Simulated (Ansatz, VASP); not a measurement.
Two plane-wave programs on Pt

File POSCAR:

```
Pt
1.0
    0.0000000000      1.9705765473      1.9705765473
    1.9705765473      0.0000000000      1.9705765473
    1.9705765473      1.9705765473      0.0000000000
Pt
1
Direct
    0.0000000000      0.0000000000      0.0000000000
```

The input INCAR.step1:

```
PREC = Accurate ; ENCUT = 520
ISMEAR = 1 ; SIGMA = 0.3
LREAL = False ; LASPH = True
NELM = 60 ; NBANDS = 11
GGA = PE ; ALGO = Normal
EDIFF = 1E-4 ; LWAVE = True
LCHARG = False
```

INCAR.step2

```
PREC = Accurate ; ENCUT = 520
EDIFF = 1E-7 ; ISMEAR = 1
SIGMA = 0.3 ; LREAL = False
LASPH = True ; NELM = 60
ALGO = Normal ; ISIF = 2
LWAVE = False ; LCHARG = False
METAGGA = R2SCAN ; LMIXTAU = True
NBANDS = 11 ; ISTART = 1
```

The input KPOINTS:

```
Automatic mesh
0
Gamma
  14 14 14
```

Input for Ansatz:

```yaml
crystal:
  lattice:
    - [0.0, 1.9705765473, 1.9705765473]
    - [1.9705765473, 0.0, 1.9705765473]
    - [1.9705765473, 1.9705765473, 0.0]
  atoms:
    - { symbol: Pt, position: [0.0, 0.0, 0.0] }
hamiltonian:
  xc: r2scan
  pseudopotentials:
    kind: paw
    azcp:
      Pt: "pseudopotentials/Pt.paw.azcp"
basis:
  ecutwfc: 500
  fft_grid_basis: typed
kpoints:
  mp_grid: { grid: [14, 14, 14], shift: [0, 0, 0] }
magnetization:
  spin_polarized: false
scf:
  occupations: { method: cold, width: 0.3 }
  lower_state_search: "off"
output:
  stress: true
```

Alike in both runs: task single point; functional r2SCAN; k mesh 14 × 14 × 14; no spin polarisation.

|  | VASP | Ansatz |
| --- | --- | --- |
| version | VASP 6.6.1 | Ansatz 0.2.0 |
| potentials or method | VASP PAW PBE potentials, release 64 (Pt), cutoff 520 eV | plane waves (500 eV) with PAW, scalar-relativistic |
| occupations | methfessel-paxton of order 1, width 0.3 eV | cold, width 0.3 eV |
| valence electrons in the cell | 10 | 18 |

```tsv
	VASP	Ansatz	Ansatz less VASP
pressure (GPa)	0.4	-0.4	-0.72
```

VASP's potentials were made for PBE, not for r2SCAN. VASP's potentials hold 10 valence electrons a cell and Ansatz's 18, so a difference there can come from the potentials and not from the codes.

Spin-orbit coupling is off throughout.
